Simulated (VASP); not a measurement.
**CdS: single point with r2SCAN**

The system is CdS.

```
Cd S
1.0
     4.26117    0.00000    0.00000
    -2.13058    3.69028    0.00000
     0.00000    0.00000    5.80417
Cd S
1 1
Direct
  0.00000 0.00000 0.44269
  0.66667 0.33333 0.43431
```

```
Program             : VASP 6.6.1
Task                : single point
Functional          : r2SCAN
Potentials or basis : VASP PAW PBE potentials, release 64 (Cd, S)
Cutoff              : 520 eV
k mesh              : 6 × 6 × 4
Occupations         : gaussian, width 0.01 eV
Spin                : no spin polarisation
```

* Pressure: -0.7 GPa
* Largest force: 0.013 eV/Å
* Band gap on the k mesh: 1.90 eV, indirect (the least direct gap lies 4.4 meV higher)

Forces in eV/Å, atoms in the order of the input:
```
Cd   0.000  0.000 -0.013
S    0.000  0.000  0.013
```

Stress tensor (GPa, compression positive):
```
-0.97  0.00  0.00
 0.00 -0.97  0.00
 0.00  0.00 -0.09
```

Levels at points of the mesh, in eV from the valence-band top:
| k point | band 7 | band 8 | band 9 | band 10 | band 11 | band 12 |
| --- | --- | --- | --- | --- | --- | --- |
| (0.00, 0.00, 0.00) | -1.12 | 0.00 | 0.00 | 1.90 | 5.90 | 7.43 |
| (0.50, 0.00, 0.00) | -3.61 | -1.34 | -0.22 | 4.11 | 5.58 | 7.08 |
| (0.00, 0.00, 0.50) | -1.33 | 0.00 | 0.00 | 2.23 | 5.37 | 7.48 |
| (0.50, 0.00, 0.50) | -3.58 | -1.33 | -0.33 | 4.29 | 4.60 | 8.10 |

Run time: 75 s on 1 thread of AMD EPYC 9R45 96-Core Processor (Zen 5) (shared host), peak memory 0.2 GiB.

Caveat: the PAW data sets were made with another functional, which shifts forces and pressure a little. A k mesh can miss the band edges.
